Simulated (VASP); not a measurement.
Runs of VASP 6.6.1 on GaAs (dq13). The structure is that of space group F-43m (No. 216), or close to it. The cells are those of the table. 

```tsv
task	cell	k mesh	cutoff (eV)	smearing	gap on the mesh (eV)	pressure (GPa)	relaxed volume (Å³/atom)
single point	a = 3.962 Å, angles 60.0°, 2 atoms	12 × 12 × 12	520	gaussian 0.01 eV	0.54	0.3	-
relaxation of cell and atoms	relaxed from a = 3.962 Å, angles 60.0°, 2 atoms	12 × 12 × 12	600	gaussian 0.01 eV	0.50	0.0	22.08
single point	a = 3.962 Å, angles 60.0°, 2 atoms	10 × 10 × 10	520	gaussian 0.02 eV	0.54	0.3	-
relaxation of cell and atoms	relaxed from a = 4.066 Å, angles 60.0°, 2 atoms	10 × 10 × 10	600	gaussian 0.1 eV	0.51	0.0	(a)
relaxation of cell and atoms	relaxed from a = 3.962 Å, angles 60.0°, 2 atoms	10 × 10 × 10	600	gaussian 0.02 eV	0.51	0.0	22.08
```

Alike in all rows: level LDA; potentials or basis VASP PAW LDA potentials, release 64 (Ga_d, As); no spin polarisation.

Estimate the missing entries.

(a) 22.07.

A k mesh can miss the band edges, and the runs leave out spin-orbit coupling on As, Ga.
